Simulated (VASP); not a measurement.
# InPd (Pm-3m) in VASP: notebook, part 2 of 3

VASP 6.6.1. Earlier steps stand in the parts before.

## Step 3: Single point, r2SCAN

This run uses another cell than the first one, of 17.16 Å³/atom, 1.021 times its volume.

Contents of POSCAR:

```
InPd
1.0
    3.2499251601      0.0000000000      0.0000000000
    0.0000000000      3.2499251601      0.0000000000
    0.0000000000      0.0000000000      3.2499251601
In Pd
1 1
Direct
    0.0000000000      0.0000000000      0.0000000000
    0.5000000000      0.5000000000      0.5000000000
```

Contents of INCAR.step1:

```
PREC     = Accurate       # precision mode
ENCUT    = 520            # plane-wave cutoff, eV
ISMEAR   = -1             # smearing method
SIGMA    = 0.05           # smearing width, eV
LREAL    = False          # projectors in reciprocal space
LASPH    = True           # aspherical terms in the spheres
NELM     = 100            # most SCF steps
NBANDS   = 18             # bands
GGA      = PE             # functional
ALGO     = Normal         # electronic algorithm
EDIFF    = 1E-4           # SCF threshold, eV
LWAVE    = True           # write WAVECAR
LCHARG   = False          # write CHGCAR
```

Contents of INCAR.step2:

```
PREC     = Accurate       # precision mode
ENCUT    = 520            # plane-wave cutoff, eV
EDIFF    = 1E-7           # SCF threshold, eV
ISMEAR   = -1             # smearing method
SIGMA    = 0.05           # smearing width, eV
LREAL    = False          # projectors in reciprocal space
LASPH    = True           # aspherical terms in the spheres
NELM     = 100            # most SCF steps
ALGO     = Normal         # electronic algorithm
ISIF     = 2              # what is computed and relaxed
LWAVE    = False          # write WAVECAR
LCHARG   = False          # write CHGCAR
METAGGA  = R2SCAN         # meta-GGA
LMIXTAU  = True         
NBANDS   = 18             # bands
ISTART   = 1
```

Contents of KPOINTS:

```
Automatic mesh
0
Gamma
  8 8 8
```

Potentials or basis: VASP PAW PBE potentials, release 64 (In_d, Pd).

Started as:

```sh
> cat potpaw_PBE.64/In_d/POTCAR potpaw_PBE.64/Pd/POTCAR > POTCAR
> cp INCAR.step1 INCAR
> mpirun -np 1 vasp_std > vasp.out
> cp INCAR.step2 INCAR
> mpirun -np 1 vasp_std > vasp.out
```

OUTCAR:

```text
PREC = Accurate
   ENCUT = 520
   EDIFF = 1E-7
   ISMEAR = -1
   LREAL = False
   LASPH = True
   NELM = 100
   ISIF = 2
   METAGGA = R2SCAN
   ISTART = 1

 ion  position               nearest neighbor table
   1  0.000  0.000  0.000-   2 2.81   2 2.81   2 2.81   2 2.81   2 2.81   2 2.81   2 2.81   2 2.81

   2  0.500  0.500  0.500-   1 2.81   1 2.81   1 2.81   1 2.81   1 2.81   1 2.81   1 2.81   1 2.81

  LATTYP: Found a simple cubic cell.
 ALAT       =     3.2499251601

  Lattice vectors:

 A1 = (   3.2499251601,   0.0000000000,   0.0000000000)
 A2 = (   0.0000000000,   3.2499251601,   0.0000000000)
 A3 = (   0.0000000000,   0.0000000000,   3.2499251601)

Analysis of symmetry for initial positions (statically):
=====================================================================
 Subroutine PRICEL returns:
 Original cell was already a primitive cell.

 Routine SETGRP: Setting up the symmetry group for a
 simple cubic supercell.

 Subroutine GETGRP returns: Found 48 space group operations
 (whereof 48 operations were pure point group operations)
 out of a pool of 48 trial point group operations.

The static configuration has the point symmetry O_h .

Analysis of symmetry for dynamics (positions and initial velocities):
=====================================================================
 Subroutine PRICEL returns:
 Original cell was already a primitive cell.

 Routine SETGRP: Setting up the symmetry group for a
 simple cubic supercell.

 Subroutine GETGRP returns: Found 48 space group operations
 (whereof 48 operations were pure point group operations)
 out of a pool of 48 trial point group operations.

The dynamic configuration has the point symmetry O_h .

 Subroutine INISYM returns: Found 48 space group operations
 (whereof 48 operations are pure point group operations),
 and found     1 'primitive' translations

----------------------------------------------------------------------------------------

                                     Primitive cell

  volume of cell :      34.3258

  direct lattice vectors                    reciprocal lattice vectors
     3.249925160  0.000000000  0.000000000     0.307699393  0.000000000  0.000000000
     0.000000000  3.249925160  0.000000000     0.000000000  0.307699393  0.000000000
     0.000000000  0.000000000  3.249925160     0.000000000  0.000000000  0.307699393

  length of vectors
     3.249925160  3.249925160  3.249925160     0.307699393  0.307699393  0.307699393

  position of ions in fractional coordinates (direct lattice)
     0.000000000  0.000000000  0.000000000
     0.500000000  0.500000000  0.500000000

  ion indices of the primitive-cell ions
   primitive index   ion index
                 1           1
                 2           2

----------------------------------------------------------------------------------------

 KPOINTS: Automatic mesh

Automatic generation of k-mesh.
 Grid dimensions read from file:
 generate k-points for:    8    8    8

 Generating k-lattice:

  Cartesian coordinates                     Fractional coordinates (reciprocal lattice)
     0.038462424  0.000000000  0.000000000     0.125000000  0.000000000  0.000000000
     0.000000000  0.038462424  0.000000000     0.000000000  0.125000000  0.000000000
     0.000000000  0.000000000  0.038462424     0.000000000  0.000000000  0.125000000

  Length of vectors
     0.038462424  0.038462424  0.038462424

  Shift w.r.t. Gamma in fractional coordinates (k-lattice)
     0.000000000  0.000000000  0.000000000

 Subroutine IBZKPT returns following result:
 ===========================================

 Found     35 irreducible k-points:

 Following reciprocal coordinates:
            Coordinates               Weight
  0.000000  0.000000  0.000000      1.000000
  0.125000  0.000000  0.000000      6.000000
  0.250000  0.000000  0.000000      6.000000
  0.375000  0.000000  0.000000      6.000000
  0.500000  0.000000  0.000000      3.000000
  0.125000  0.125000  0.000000     12.000000
[... 16 lines left out ...]
  0.375000  0.375000  0.125000     24.000000
  0.500000  0.375000  0.125000     24.000000
 [... further k-points ...]
   k-points           NKPTS =     35   k-points in BZ     NKDIM =     35   number of bands    NBANDS=     18
   number of dos      NEDOS =    301   number of ions     NIONS =      2
   total plane-waves  NPLWV =  13824
   dimension x,y,z NGX =    24 NGY =   24 NGZ =   24
   dimension x,y,z NGXF=    48 NGYF=   48 NGZF=   48
   ions per type =               1   1
   NGX,Y,Z   is equivalent  to a cutoff of  12.28, 12.28, 12.28 a.u.
   NGXF,Y,Z  is equivalent  to a cutoff of  24.55, 24.55, 24.55 a.u.
 SYSTEM =  unknown system
   PREC   = accura    normal or accurate (medium, high low for compatibility)
   ISTART =      1    job   : 0-new  1-cont  2-samecut
   ICHARG =      0    charge: 1-file 2-atom 10-const
   ISPIN  =      1    spin polarized calculation?
   LNONCOLLINEAR =      F non collinear calculations
   LSORBIT =      F    spin-orbit coupling
   LASPH  =      T    aspherical Exc in radial PAW
   ENCUT  =  520.0 eV  38.22 Ry    6.18 a.u.   6.04  6.04  6.04*2*pi/ulx,y,z
   NELM   =    100;   NELMIN=  2; NELMDL=  0     # of ELM steps
   EDIFF  = 0.1E-06   stopping-criterion for ELM
   LREAL  =      F    real-space projection
   EDIFFG = 0.1E-05   stopping-criterion for IOM
   NSW    =      0    number of steps for IOM
   IBRION =     -1    ionic relax: 0-MD 1-quasi-New 2-CG
   NFREE  =      0    steps in history (QN), initial steepest desc. (CG)
   ISIF   =      2    stress and relaxation
   ISYM   =      2    0-nonsym 1-usesym 2-fastsym
   POTIM  = 0.5000    time-step for ionic-motion
   TEBEG  =    0.0;   TEEND  =   0.0 temperature during run
   PSTRESS=    0.0 pullay stress
   NELECT =      23.0000    total number of electrons
   NUPDOWN=      -1.0000    fix difference up-down
   EMIN   =  10.00;   EMAX   =-10.00  energy-range for DOS
   EFERMI =   0.00;   METHOD = LEGACY
   ISMEAR =    -1;   SIGMA  =   0.05  broadening in eV -4-tet -1-fermi 0-gaus
   EFERMI_NEDOS =   21; number of points for ismear=-14 and -15
   IALGO  =     38    algorithm
   IMIX   =      4    mixing-type and parameters
     AMIX     =   0.40;   BMIX     =  1.00
     AMIX_MAG =   1.60;   BMIX_MAG =  1.00
  volume/ion in A,a.u.               =      17.16       115.82
  Fermi-wavevector in a.u.,A,eV,Ry     =   1.432553  2.707133 27.921993  2.052209
  Thomas-Fermi vector in A             =   2.552168
   LORBIT       =      0    0 simple, 1 ext, 2 COOP (PROOUT), +10 PAW based schemes
   METAGGA = R2SCAN    functional components
   LHFCALC =     F    Hartree Fock is set to
   AEXX    =    0.0000 exact exchange contribution
   IVDW    =     0    specifies the selected vdW correction
   LEPSILON=     F    determine dielectric tensor
   LRPA    =     F    only Hartree local field effects (RPA)
 non-spin polarized calculation
  energy-cutoff  :      520.00
  volume of cell :       34.33
 maximum number of plane-waves:       952
   NGX = 13   NGY = 13   NGZ = 13

 number of electron      22.9999989 magnetization

 Free energy of the ion-electron system (eV)
  ---------------------------------------------------
  ext. energy  EPLUGINS =         0.00000000
  ---------------------------------------------------
  free energy    TOTEN  =       -46.64154696 eV

  energy without entropy =      -46.63171833  energy(sigma->0) =      -46.63663265

 E-fermi :  10.6307     XC(G=0): -13.3790

 val. band max:       10.5999488426   @ k =   0.3750   0.2500   0.1250
 cond. band min:      11.0376859869   @ k =   0.5000   0.5000   0.2500
 fundamental gap:      0.4377371443
 Fermi energy:        10.6307482720

 k-point     1 :       0.0000    0.0000    0.0000
  band No.  band energies     occupation
      1      -4.8964      2.00000
      2      -4.8964      2.00000
      3      -4.4460      2.00000
      4      -4.4460      2.00000
      5      -4.4460      2.00000
      6       0.0953      2.00000
[... 10 lines left out ...]
     17      21.7507      0.00000
     18      27.5570      0.00000

 k-point     2 :       0.1250    0.0000    0.0000
  band No.  band energies     occupation
      1      -4.8867      2.00000
      2      -4.8396      2.00000
      3      -4.4632      2.00000
      4      -4.4632      2.00000
      5      -4.4407      2.00000
      6       0.3595      2.00000
[... 10 lines left out ...]
     17      23.5114      0.00000
     18      27.0022      0.00000
[... 442 lines left out ...]
 k-point    24 :       0.5000    0.3750    0.1250
  band No.  band energies     occupation
      1      -4.7924      2.00000
      2      -4.6308      2.00000
      3      -4.6195      2.00000
      4      -4.5972      2.00000
      5      -4.2692      2.00000
      6       4.2857      2.00000
[... 10 lines left out ...]
     17      22.4971      0.00000
     18      24.6318      0.00000

 [... further k-points ...]
[... 5 lines left out ...]
  --------------------------------------------------------------------------------------
  -------------------------------------------------------------------------------------
  Total        0.6068527      0.6068527      0.6068527     -0.0000000      0.0000000     -0.0000000
  in kB       28.3252512     28.3252512     28.3252512     -0.0000000      0.0000000     -0.0000000
  external PRESSURE =      28.3252512 kB  Pullay stress =       0.0000000 kB

 VOLUME and BASIS-vectors are now :
 -----------------------------------------------------------------------------
  energy-cutoff  :      520.00
  volume of cell :       34.33
      direct lattice vectors                 reciprocal lattice vectors
     3.249925160  0.000000000  0.000000000     0.307699393  0.000000000  0.000000000
     0.000000000  3.249925160  0.000000000     0.000000000  0.307699393  0.000000000
     0.000000000  0.000000000  3.249925160     0.000000000  0.000000000  0.307699393

 POSITION                                       TOTAL-FORCE (eV/Angst)
 -----------------------------------------------------------------------------------
      0.00000      0.00000      0.00000         0.000000      0.000000      0.000000
      1.62496      1.62496      1.62496         0.000000      0.000000      0.000000
 -----------------------------------------------------------------------------------
    total drift:                                0.000000      0.000000     -0.000000

  FREE ENERGIE OF THE ION-ELECTRON SYSTEM (eV)
  ---------------------------------------------------
  free  energy   TOTEN  =       -46.6415469576 eV

  energy  without entropy=      -46.6317183344  energy(sigma->0) =      -46.63663265
```

Wall time 41 s (1 thread of Intel Xeon Platinum 8488C (Sapphire Rapids), shared host); peak memory 0.16 GiB.

What came out:

| Item | Value |
| --- | --- |
| Free energy | -46.6415 eV |
| Pressure | 2.8 GPa |

Levels at points of the mesh, in eV from the Fermi level:
```tsv
k point	band 10	band 11	band 12	band 13	band 14	band 15
(0.00, 0.00, 0.00)	-2.34	-2.34	4.64	4.64	4.64	10.49
(0.50, 0.00, 0.00)	-3.40	-2.42	-1.11	10.36	10.38	10.38
(0.50, 0.50, 0.00)	-2.42	-2.42	-1.75	1.83	2.78	10.36
(0.50, 0.50, 0.50)	-1.71	0.43	4.07	4.07	4.07	4.76
```

Caveat: the PAW data sets were made with another functional, which shifts forces and pressure a little; spin-orbit coupling is left out, which moves the levels of the heavy elements.

## Step 4: Single point, r2SCAN

This run uses another cell than the first one, of 17.86 Å³/atom, 1.062 times its volume.

Contents of POSCAR:

```
InPd
1.0
    3.2935535226      0.0000000000      0.0000000000
    0.0000000000      3.2935535226      0.0000000000
    0.0000000000      0.0000000000      3.2935535226
In Pd
1 1
Direct
    0.0000000000      0.0000000000      0.0000000000
    0.5000000000      0.5000000000      0.5000000000
```

Contents of INCAR.step1:

```
ALGO = Normal ; EDIFF = 1E-4
ENCUT = 520 ; GGA = PE
ISMEAR = -1 ; LASPH = True
LCHARG = False ; LREAL = False
LWAVE = True ; NBANDS = 18
NELM = 80 ; PREC = Accurate
SIGMA = 0.05
```

Contents of INCAR.step2:

```
ALGO = Normal ; EDIFF = 1E-6
ENCUT = 520 ; ISIF = 2
ISMEAR = -1 ; ISTART = 1
LASPH = True ; LCHARG = True
LELF = True ; LMIXTAU = True
LREAL = False ; LVHAR = True
LWAVE = False ; METAGGA = R2SCAN
NBANDS = 18 ; NELM = 80
PREC = Accurate ; SIGMA = 0.05
```

Contents of KPOINTS:

```
k-points
0
Gamma
  8 8 8
```

Started as:

```sh
> cat potpaw_PBE.64/In_d/POTCAR potpaw_PBE.64/Pd/POTCAR > POTCAR
> cp INCAR.step1 INCAR
> mpirun -np 1 vasp_std > vasp.out
> cp INCAR.step2 INCAR
> mpirun -np 1 vasp_std > vasp.out
```

Wall time 37 s (1 thread of Intel Xeon Platinum 8488C (Sapphire Rapids), shared host); peak memory 0.16 GiB.

It converged, with:

```
Free energy : -46.6426 eV
Pressure    : -2.5 GPa
```

Levels at points of the mesh, in eV from the Fermi level:
| k point | band 10 | band 11 | band 12 | band 13 | band 14 | band 15 |
| --- | --- | --- | --- | --- | --- | --- |
| (0.00, 0.00, 0.00) | -2.24 | -2.24 | 4.56 | 4.56 | 4.56 | 9.95 |
| (0.50, 0.00, 0.00) | -3.23 | -2.31 | -1.08 | 10.01 | 10.01 | 10.21 |
| (0.50, 0.50, 0.00) | -2.26 | -2.26 | -1.68 | 1.62 | 2.64 | 10.04 |
| (0.50, 0.50, 0.50) | -1.64 | 0.24 | 4.03 | 4.03 | 4.03 | 4.59 |

Caveat: the PAW data sets were made with another functional, which shifts forces and pressure a little; spin-orbit coupling is left out, which moves the levels of the heavy elements.

(Part 2 of 3 ends here.)
